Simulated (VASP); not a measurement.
Set up this calculation in VASP 6.6.1, as the native input.

* Task: relaxation of cell and atoms
* Functional: PBE
* Potentials or basis: VASP PAW PBE potentials, release 64 (Ir, Au)
* Cutoff: 600 eV
* k mesh: 12 × 12 × 12
* Occupations: gaussian, width 0.1 eV
* Spin: no spin polarisation
* Dipole correction: no
* Further INCAR settings: ALGO = Fast; EDIFF = 1e-06; IBRION = 2; EDIFFG = -0.01; NSW = 100; ISIF = 3

The structure of IrAu3 lies in POSCAR:

```
IrAu3
1.0
    0.0000000000      3.2453176651      3.2453176651
    3.2453176651      0.0000000000      3.2453176651
    3.2453176651      3.2453176651      0.0000000000
Ir Au
1 3
Direct
    0.0000000000      0.0000000000      0.0000000000
    0.7500000000      0.7500000000      0.7500000000
    0.5000000000      0.5000000000      0.5000000000
    0.2500000000      0.2500000000      0.2500000000
```

The input as run:

INCAR

```
PREC = Accurate
ENCUT = 600
EDIFF = 1E-6
ISMEAR = 0
SIGMA = 0.1
LREAL = False
LASPH = True
NELM = 80
ALGO = Fast
ISIF = 3
LWAVE = False
LCHARG = False
GGA = PE
IBRION = 2
NSW = 100
EDIFFG = -0.01
```

KPOINTS

```
regular mesh
0
Gamma
  12 12 12
```

Potentials or basis: VASP PAW PBE potentials, release 64 (Ir, Au).

Run with:

```console
$ cat potpaw_PBE.64/Ir/POTCAR potpaw_PBE.64/Au/POTCAR > POTCAR
$ mpirun -np 1 vasp_std > vasp.out
```

Results of the run:

| Item | Value |
| --- | --- |
| Pressure after relaxing | -0.1 GPa |
| Band gap on the k mesh | zero (band 21 reaches 8.66 eV, above the bottom of band 22 at 8.43 eV) |

Caveat: the relaxation stopped at its first step, so nothing moved; spin-orbit coupling is left out, which moves the levels of the heavy elements.

Wall time 78 s on 1 thread of Intel(R) Xeon(R) 6975P-C (Granite Rapids) (shared host), peak memory 0.34 GiB.
